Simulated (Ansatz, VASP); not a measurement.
# CaPb: VASP beside Ansatz

Contents of INCAR:

```
PREC = Accurate
ENCUT = 520
EDIFF = 1E-6
ISMEAR = 0
SIGMA = 0.15
LREAL = False
LASPH = True
NELM = 100
ALGO = Fast
ISIF = 2
LWAVE = False
LCHARG = False
GGA = CA
NBANDS = 19
```

The input KPOINTS:

```
regular mesh
0
Gamma
  14 14 10
```

The input POSCAR:

```
CaPb
1.0
    3.5666355947      0.0000000000      0.0000000000
    0.0000000000      3.5666355947      0.0000000000
    0.0000000000      0.0000000000      4.6275118900
Ca Pb
1 1
Direct
    0.0000000000      0.0000000000      0.0000000000
    0.5000000000      0.5000000000      0.5000000000
```

Input for Ansatz:

```yaml
crystal:
  lattice:
    - [3.5666355947, 0.0, 0.0]
    - [0.0, 3.5666355947, 0.0]
    - [0.0, 0.0, 4.62751189]
  atoms:
    - { symbol: Ca, position: [0.0, 0.0, 0.0] }
    - { symbol: Pb, position: [0.5, 0.5, 0.5] }
basis:
  ecutwfc: 420
kpoints:
  mp_grid: { grid: [14, 14, 10] }
hamiltonian:
  xc: lda
scf:
  occupations: { method: gaussian, width: 0.15 }
output:
  forces: true
  stress: true
  eigenvalues: true
```

Alike in both runs: task single point; functional LDA; k mesh 14 × 14 × 10; occupations gaussian, width 0.15 eV; no spin polarisation.

```csv
,VASP,Ansatz
version,VASP 6.6.1,Ansatz 0.2.0
potentials or method,"VASP PAW LDA potentials, release 64 (Ca_sv, Pb_d), cutoff 520 eV","scalar-relativistic, plane waves, PAW"
valence electrons in the cell,24,24
```

|  | VASP | Ansatz | Ansatz less VASP |
| --- | --- | --- | --- |
| gap on the k mesh at the Fermi level (eV) | none | none | - |
| pressure (GPa) | -2.8 | -2.8 | -0.06 |
| traceless stress, the component that is largest in VASP (GPa) | -0.60 | -0.63 | -0.027 |

LDA's correlation is that of Perdew and Zunger in VASP and of Perdew and Wang (1992) in Ansatz. A gap of «none» marks a metal or a gap that the smearing closes.

Neither program's run includes spin-orbit coupling.
